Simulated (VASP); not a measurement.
## NdSi3: single point with PBE+U

Crystal: NdSi3.

```xyz
4
Lattice="4.2245 0.0000 0.0000 0.0000 4.2245 0.0000 0.0000 0.0000 4.2245" Properties=species:S:1:pos:R:3 pbc="T T T"
Nd    0.0000    0.0000    0.0000
Si    0.0000    2.1123    2.1123
Si    2.1123    2.1123    0.0000
Si    2.1123    0.0000    2.1123
```

```json
{
 "Program": "VASP 6.6.1",
 "Task": "single point",
 "Functional": "PBE",
 "Potentials or basis": "VASP PAW PBE potentials, release 64 (Nd, Si)",
 "Cutoff": "520 eV",
 "k mesh": "8 × 8 × 8",
 "Occupations": "gaussian, width 0.05 eV",
 "Spin": "collinear spin, ferromagnetic start",
 "Starting moments": "[3.27, 0.0, 0.0, 0.0] μB",
 "Hubbard terms": "Nd f U = 6.0 eV",
 "Dipole correction": "no",
 "k mesh for the DOS": "12 × 12 × 12",
 "Occupations for the DOS": "tetrahedron",
 "Further INCAR settings": "ALGO = Normal; EDIFF = 1e-07; NBANDS = 25"
}
```

```yaml
Net_moment: -3.62 μB per cell
Site_moments: Nd -3.37; Si +0.01 μB
Valence_electrons_inside_the_program's_atomic_spheres: Nd 11.56; Si 1.55
```

Levels at points of the mesh, in eV from the Fermi level:
Spin up:
```
           k point  band 9  band 10  band 11  band 12  band 13  band 14
(0.00, 0.00, 0.00)   -2.62    -2.62     1.69     1.69     1.69     2.21
(0.50, 0.00, 0.00)   -3.07    -2.30     0.11     0.11     0.79     1.47
(0.50, 0.50, 0.00)   -1.67    -1.67    -0.60    -0.57     1.16     1.16
(0.50, 0.50, 0.50)   -2.40    -2.40    -2.40     3.38     5.08     5.08
```
Spin down:
| k point | band 13 | band 14 | band 15 | band 16 | band 17 | band 18 |
| --- | --- | --- | --- | --- | --- | --- |
| (0.00, 0.00, 0.00) | -0.03 | -0.03 | 1.57 | 1.57 | 1.57 | 1.86 |
| (0.50, 0.00, 0.00) | -0.70 | -0.63 | 0.55 | 0.55 | 1.08 | 1.36 |
| (0.50, 0.50, 0.00) | -0.51 | -0.51 | -0.25 | -0.01 | 1.27 | 1.27 |
| (0.50, 0.50, 0.50) | -0.30 | -0.30 | -0.30 | 3.05 | 4.43 | 4.43 |

Eigenvalues of the final occupation matrices:
```
    site  spin  trace                         eigenvalues
site 1 f     1   0.02  0.00 0.00 0.00 0.00 0.00 0.00 0.00
site 1 f     2   3.45  0.01 0.01 0.01 0.83 0.83 0.83 0.95
```

It took 10 min on 1 thread of Oxide Virtual Turin-like Processor, on a shared host, peak memory 0.35 GiB.

Caveat: the magnetic or orbital state may not be the lowest; spin-orbit coupling is left out, which moves the levels of the heavy elements. The state reached can hang on the start; a lower one may exist.
